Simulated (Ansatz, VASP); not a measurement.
**Zn in VASP and in Ansatz**

```
CELL_PARAMETERS angstrom
-1.56904 1.56904 1.56904
1.56904 -1.56904 1.56904
1.56904 1.56904 -1.56904
ATOMIC_POSITIONS crystal
Zn 0.00000 0.00000 0.00000
```

Alike in both runs: functional HSE06; k mesh 6 × 6 × 6; occupations fermi-dirac, width 0.05 eV; no spin polarisation.

```csv
,VASP,Ansatz
version,VASP 6.6.1,Ansatz 0.2.0
potentials or method,"VASP PAW PBE potentials, release 64 (Zn)",Ansatz PAW
plane-wave cutoff (eV),520,420
valence electrons in the cell,12,12
task,single point,band structure
```

```csv
,VASP,Ansatz,Ansatz less VASP
gap on the k mesh at the Fermi level (eV),none,none,-
pressure (GPa),0.2,0.3,+0.05
```

A gap of «none» marks a metal or a gap that the smearing closes. With one functional, cell and mesh, what is left measures potentials, basis and numerics.

The k mesh is coarse, so the values compare programs but aren't converged.
